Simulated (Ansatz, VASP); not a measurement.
## One calculation of Al, two programs

```xyz
1
Lattice="-1.4896 1.4896 1.7297 1.4896 -1.4896 1.7297 1.4896 1.4896 -1.7297" Properties=species:S:1:pos:R:3 pbc="T T T"
Al    0.0000    0.0000    0.0000
```

Alike in both runs: task single point; functional LDA; k mesh 22 × 22 × 22; occupations gaussian, width 0.15 eV; no spin polarisation.

|  | VASP | Ansatz |
| --- | --- | --- |
| version | VASP 6.6.1 | Ansatz 0.2.0 |
| potentials or method | VASP PAW LDA potentials, release 64 (Al), cutoff 520 eV | scalar-relativistic, plane waves, PAW |
| valence electrons in the cell | 3 | 3 |

|  | VASP | Ansatz | Ansatz less VASP |
| --- | --- | --- | --- |
| gap on the k mesh at the Fermi level (eV) | none | none | - |
| pressure (GPa) | 4.2 | 4.1 | -0.10 |
| traceless stress, the component that is largest in VASP (GPa) | 5.70 | 5.66 | -0.037 |

LDA's correlation is that of Perdew and Zunger in VASP and of Perdew and Wang (1992) in Ansatz. A gap of «none» marks a metal or a gap that the smearing closes.
